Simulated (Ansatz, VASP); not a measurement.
**Ge: VASP beside Ansatz**

Contents of INCAR:

```
SYSTEM = Ge
PREC = Accurate ; ENCUT = 520
EDIFF = 1E-6 ; ISMEAR = 0
SIGMA = 0.1 ; LREAL = .False.
LASPH = .True. ; NELM = 80
ALGO = Normal ; ISIF = 2
LWAVE = .False. ; LCHARG = .False.
GGA = PE ; NBANDS = 13
```

KPOINTS

```
Automatic mesh
0
Gamma
  6 6 6
  0 0 0
```

The input POSCAR:

```
Ge
1.0
    2.8999896408      0.0000000000      0.0000000000
   -1.4499948204      2.5114646996      0.0000000000
    0.0000000000      0.0000000000      2.6482953940
Ge
1
Direct
    0.0000000000      0.0000000000      0.5000000000
```

Input for Ansatz:

```yaml
crystal:
  lattice:
    - [2.8999896408, 0.0, 0.0]
    - [-1.4499948204, 2.5114646996, 0.0]
    - [0.0, 0.0, 2.648295394]
  atoms:
    - { symbol: Ge, position: [0.0, 0.0, 0.5] }
basis:
  ecutwfc: 420
kpoints:
  mp_grid: { grid: [6, 6, 6] }
hamiltonian:
  xc: pbe
scf:
  occupations: { method: gaussian, width: 0.1 }
  lower_state_search: "off"
output:
  forces: true
  stress: true
  eigenvalues: true
```

Change from the starting cell: the structure that the rattled cell fell into.

Alike in both runs: task single point; functional PBE; k mesh 6 × 6 × 6; occupations gaussian, width 0.1 eV; no spin polarisation.

```csv
,VASP,Ansatz
version,VASP 6.6.1,Ansatz 0.2.0
potentials or method,"VASP PAW PBE potentials, release 64 (Ge_d), cutoff 520 eV","scalar-relativistic, plane waves, PAW"
valence electrons in the cell,14,14
```

```csv
,VASP,Ansatz,Ansatz less VASP
gap on the k mesh at the Fermi level (eV),none,none,-
pressure (GPa),0.2,0.3,+0.12
"traceless stress, the component that is largest in VASP (GPa)",8.38,8.39,+0.007
```

A gap of «none» marks a metal or a gap that the smearing closes.

The k mesh is coarse, so the values compare programs but aren't converged.
